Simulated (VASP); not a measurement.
# InP (Fm-3m) in VASP: a series of runs, part 2 of 2

VASP 6.6.1. The steps go on from the part before.

## 3. Single point, PBE

File INCAR:

```
PREC = Accurate
ENCUT = 520
EDIFF = 1E-6
ISMEAR = 0
SIGMA = 0.022
LREAL = False
LASPH = True
NELM = 60
ALGO = Normal
ISIF = 2
LWAVE = False
LCHARG = False
GGA = PE
NBANDS = 16
```

File KPOINTS:

```
Automatic mesh
0
Gamma
  8 8 8
```

File POSCAR:

```
InP
1.0
    0.0000000000      2.7688340000      2.7688340000
    2.7688340000      0.0000000000      2.7688340000
    2.7688340000      2.7688340000      0.0000000000
In P
1 1
Direct
    0.0000000000      0.0000000000      0.0000000000
    0.5000000000      0.5000000000      0.5000000000
```

Potentials or basis: VASP PAW PBE potentials, release 64 (In_d, P).

Started as:

```console
cat potpaw_PBE.64/In_d/POTCAR potpaw_PBE.64/P/POTCAR > POTCAR
mpirun -np 1 vasp_std > vasp.out
```

Wall time 47 s (1 thread of AMD EPYC 7R13, shared host); peak memory 0.14 GiB.

Results (log left out):

- Free energy: -7.9085 eV
- Pressure: -0.1 GPa
- Band gap on the k mesh: zero (band 9 reaches 7.35 eV, above the bottom of band 10 at 4.72 eV)

Levels at points of the mesh, in eV from the Fermi level:
```tsv
k point	band 5	band 6	band 7	band 8	band 9	band 10	band 11	band 12	band 13	band 14
(0.00, 0.00, 0.00)	-14.34	-12.11	-0.37	-0.37	-0.37	0.42	7.00	7.00	7.00	8.36
(0.50, 0.00, 0.00)	-14.26	-10.02	-6.74	0.06	0.06	2.39	3.30	3.30	5.09	11.01
(0.50, 0.50, 0.00)	-14.23	-8.93	-5.04	-2.62	-2.43	-2.43	3.74	9.76	9.76	10.07
```

Caveat: spin-orbit coupling is left out, which moves the levels of the heavy elements.

## 4. Single point, PBE

File INCAR:

```
ALGO = Normal
EDIFF = 1E-7
ENCUT = 520
GGA = PE
ISIF = 2
ISMEAR = 0
LASPH = True
LCHARG = True
LELF = True
LREAL = False
LVHAR = True
LWAVE = False
NBANDS = 16
NELM = 80
PREC = Accurate
SIGMA = 0.026000000000000002
```

File KPOINTS:

```
k-points
0
Gamma
  8 8 8
```

POSCAR is that of step 3.

Potentials or basis: VASP PAW PBE potentials, release 64 (In_d, P).

Started as:

```console
cat potpaw_PBE.64/In_d/POTCAR potpaw_PBE.64/P/POTCAR > POTCAR
mpirun -np 1 vasp_std > vasp.out
```

OUTCAR:

```text
EDIFF = 1E-7
   ENCUT = 520
   GGA = PE
   ISIF = 2
   ISMEAR = 0
   LASPH = True
   LREAL = False
   NELM = 80
   PREC = Accurate

 ion  position               nearest neighbor table
   1  0.000  0.000  0.000-   2 2.77   2 2.77   2 2.77   2 2.77   2 2.77   2 2.77
   2  0.500  0.500  0.500-   1 2.77   1 2.77   1 2.77   1 2.77   1 2.77   1 2.77

  LATTYP: Found a face centered cubic cell.
 ALAT       =     5.5376680000

  Lattice vectors:

 A1 = (   0.0000000000,   2.7688340000,   2.7688340000)
[... 643 lines left out ...]
------------------------ aborting loop because EDIFF is reached ----------------------------------------

  FORCE on cell =-STRESS in cart. coord.  units (eV):
  Direction    XX          YY          ZZ          XY          YZ          ZX
  --------------------------------------------------------------------------------------
  -------------------------------------------------------------------------------------
  Total       -0.0323414     -0.0323414     -0.0323414     -0.0000000     -0.0000000      0.0000000
  in kB       -1.2205317     -1.2205317     -1.2205317     -0.0000000     -0.0000000      0.0000000
  external PRESSURE =      -1.2205317 kB  Pullay stress =       0.0000000 kB

 VOLUME and BASIS-vectors are now :
 -----------------------------------------------------------------------------
  energy-cutoff  :      520.00
  volume of cell :       42.45
      direct lattice vectors                 reciprocal lattice vectors
     0.000000000  2.768834000  2.768834000    -0.180581429  0.180581429  0.180581429
     2.768834000  0.000000000  2.768834000     0.180581429 -0.180581429  0.180581429
     2.768834000  2.768834000  0.000000000     0.180581429  0.180581429 -0.180581429

 POSITION                                       TOTAL-FORCE (eV/Angst)
 -----------------------------------------------------------------------------------
      0.00000      0.00000      0.00000         0.000000      0.000000      0.000000
      2.76883      2.76883      2.76883        -0.000000     -0.000000     -0.000000
 -----------------------------------------------------------------------------------
    total drift:                               -0.000000      0.000000      0.000000

  FREE ENERGIE OF THE ION-ELECTRON SYSTEM (eV)
  ---------------------------------------------------
  free  energy   TOTEN  =        -7.9084966551 eV

  energy  without entropy=       -7.9083220614  energy(sigma->0) =       -7.90840936
```

stdout:

```text
POSCAR found type information on POSCAR InP
 POSCAR found :  2 types and       2 ions
 scaLAPACK will be used
 LDA part: xc-table for (Slater+PW92), standard interpolation
 POSCAR, INCAR and KPOINTS ok, starting setup
 FFT: planning ... GRIDC
 FFT: planning ... GRID_SOFT
 FFT: planning ... GRID
 WAVECAR not read
 entering main loop
```

Wall time 48 s (1 thread of AMD EPYC 7R13, shared host); peak memory 0.15 GiB.

Results:

```
Free energy            : -7.9085 eV
Pressure               : -0.1 GPa
Band gap on the k mesh : zero (band 9 reaches 7.35 eV, above the bottom of band 10 at 4.72 eV)
```

Levels at points of the mesh, in eV from the Fermi level:
```
           k point  band 7  band 8  band 9  band 10  band 11  band 12
(0.00, 0.00, 0.00)   -0.37   -0.37   -0.37     0.42     6.99     6.99
(0.50, 0.00, 0.00)   -6.74    0.05    0.05     2.39     3.29     3.29
(0.50, 0.50, 0.00)   -5.05   -2.62   -2.43    -2.43     3.73     9.76
```

Caveat: spin-orbit coupling is left out, which moves the levels of the heavy elements.

## 5. Single point, PBE (volume scaled by 0.94)

File INCAR:

```
SYSTEM = InP
PREC = Accurate
ENCUT = 520
EDIFF = 1E-7
ISMEAR = -1
SIGMA = 0.05
LREAL = .FALSE.
LASPH = .TRUE.
NELM = 100
ALGO = Normal
ISIF = 2
LWAVE = .FALSE.
LCHARG = .FALSE.
GGA = PE
NBANDS = 16
```

File KPOINTS:

```
Automatic mesh
0
G
  8 8 8
  0 0 0
```

File POSCAR:

```
InP
1.0
    0.0000000000      2.7123113237      2.7123113237
    2.7123113237      0.0000000000      2.7123113237
    2.7123113237      2.7123113237      0.0000000000
In P
1 1
Direct
    0.0000000000      0.0000000000      0.0000000000
    0.5000000000      0.5000000000      0.5000000000
```

Started as:

```console
cat potpaw_PBE.64/In_d/POTCAR potpaw_PBE.64/P/POTCAR > POTCAR
mpirun -np 1 vasp_std > vasp.out
```

Wall time 25 s (1 thread of Intel Xeon 6975P-C (Granite Rapids), shared host); peak memory 0.17 GiB.

The run converged. Its results:

| Item | Value |
| --- | --- |
| Free energy | -7.8746 eV |
| Pressure | 5.2 GPa |
| Band gap on the k mesh | zero (band 9 reaches 8.15 eV, above the bottom of band 10 at 5.38 eV) |

Levels at points of the mesh, in eV from the Fermi level:
```tsv
k point	band 6	band 7	band 8	band 9	band 10	band 11	band 12	band 13
(0.00, 0.00, 0.00)	-12.61	-0.44	-0.44	-0.44	0.92	6.98	6.98	6.98
(0.50, 0.00, 0.00)	-10.32	-7.10	0.05	0.05	2.40	3.26	3.26	5.56
(0.50, 0.50, 0.00)	-9.02	-5.47	-2.66	-2.66	-2.57	3.58	10.28	10.28
```

Caveat: spin-orbit coupling is left out, which moves the levels of the heavy elements.

## 6. Single point, PBE (volume scaled by 0.96)

File INCAR:

```
ALGO = Normal ; EDIFF = 1E-7
ENCUT = 520 ; GGA = PE
ISIF = 2 ; ISMEAR = -1
LASPH = True ; LCHARG = False
LREAL = False ; LWAVE = False
NBANDS = 16 ; NELM = 60
PREC = Accurate ; SIGMA = 0.05
```

File KPOINTS:

```
k-points
0
Gamma
  8 8 8
```

File POSCAR:

```
InP
1.0
    0.0000000000      2.7314127370      2.7314127370
    2.7314127370      0.0000000000      2.7314127370
    2.7314127370      2.7314127370      0.0000000000
In P
1 1
Direct
    0.0000000000      0.0000000000      0.0000000000
    0.5000000000      0.5000000000      0.5000000000
```

Potentials or basis: VASP PAW PBE potentials, release 64 (In_d, P).

Started as:

```console
cat potpaw_PBE.64/In_d/POTCAR potpaw_PBE.64/P/POTCAR > POTCAR
mpirun -np 1 vasp_std > vasp.out
```

Wall time 28 s (1 thread of Intel Xeon 6975P-C (Granite Rapids), shared host); peak memory 0.17 GiB.

Results (log left out):

* Free energy: -7.8973 eV
* Pressure: 3.2 GPa
* Band gap on the k mesh: zero (band 9 reaches 7.87 eV, above the bottom of band 10 at 5.09 eV)

Levels at points of the mesh, in eV from the Fermi level:
| k point | band 5 | band 6 | band 7 | band 8 | band 9 | band 10 | band 11 | band 12 | band 13 | band 14 |
| --- | --- | --- | --- | --- | --- | --- | --- | --- | --- | --- |
| (0.00, 0.00, 0.00) | -14.40 | -12.43 | -0.42 | -0.42 | -0.42 | 0.75 | 6.99 | 6.99 | 6.99 | 8.60 |
| (0.50, 0.00, 0.00) | -14.30 | -10.22 | -6.98 | 0.05 | 0.05 | 2.40 | 3.28 | 3.28 | 5.40 | 11.23 |
| (0.50, 0.50, 0.00) | -14.27 | -8.99 | -5.32 | -2.58 | -2.58 | -2.58 | 3.64 | 10.11 | 10.11 | 10.41 |

Caveat: spin-orbit coupling is left out, which moves the levels of the heavy elements.

## 7. Overview

```tsv
cell	smearing	gap on the mesh (eV)	pressure (GPa)
a = 3.916 Å, angles 60.0°, 2 atoms	gaussian 0.021 eV	none	-0.1
a = 3.916 Å, angles 60.0°, 2 atoms	gaussian 0.022 eV	none	-0.1
a = 3.916 Å, angles 60.0°, 2 atoms	gaussian 0.026 eV	none	-0.1
a = 3.836 Å, angles 60.0°, 2 atoms	fermi-dirac 0.05 eV	none	5.2
a = 3.863 Å, angles 60.0°, 2 atoms	fermi-dirac 0.05 eV	none	3.2
```

Alike in all rows: task single point; level PBE; potentials or basis VASP PAW PBE potentials, release 64 (In_d, P); no spin polarisation; k mesh 8 × 8 × 8; cutoff (eV) 520.

Every run on the cell as given and a fine mesh finds a metal.

Caveats: spin-orbit coupling is left out, which moves the levels of the heavy elements.

Absolute energies hang on the potentials; compare differences alone.
